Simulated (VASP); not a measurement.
Here is a VASP 6.6.1 calculation.

INCAR

```
SYSTEM = LaRe
PREC     = Accurate       ! precision mode
ENCUT    = 520            ! plane-wave cutoff, eV
EDIFF    = 1E-6           ! SCF threshold, eV
ISMEAR   = 0              ! smearing method
SIGMA    = 0.05           ! smearing width, eV
LREAL    = .False.        ! projectors in reciprocal space
LASPH    = .True.         ! aspherical terms in the spheres
NELM     = 100            ! most SCF steps
ALGO     = Normal         ! electronic algorithm
ISIF     = 2              ! what is computed and relaxed
LWAVE    = .False.        ! write WAVECAR
LCHARG   = .False.        ! write CHGCAR
GGA      = PE             ! functional
NBANDS   = 16             ! bands
```

Contents of KPOINTS:

```
regular mesh
0
Gamma
  10 10 10
  0 0 0
```

POSCAR

```
LaRe
1.0
    3.6652921040      0.0000000000      0.0000000000
    0.0000000000      3.6652921040      0.0000000000
    0.0000000000      0.0000000000      3.6652921040
La Re
1 1
Direct
    0.0000000000      0.0000000000      0.0000000000
    0.5000000000      0.5000000000      0.5000000000
```

Potentials or basis: VASP PAW PBE potentials, release 64 (La, Re).

Command:

```bash
$ cat potpaw_PBE.64/La/POTCAR potpaw_PBE.64/Re/POTCAR > POTCAR
$ mpirun -np 1 vasp_std > vasp.out
```

What does it give for the pressure?

-5.5 GPa.

Estimate the band gap on the k mesh.

zero (bands 9 and 10 overlap by 1.81 eV).

Caveat: the cell stands under tension; spin-orbit coupling is left out, which moves the levels of the heavy elements.
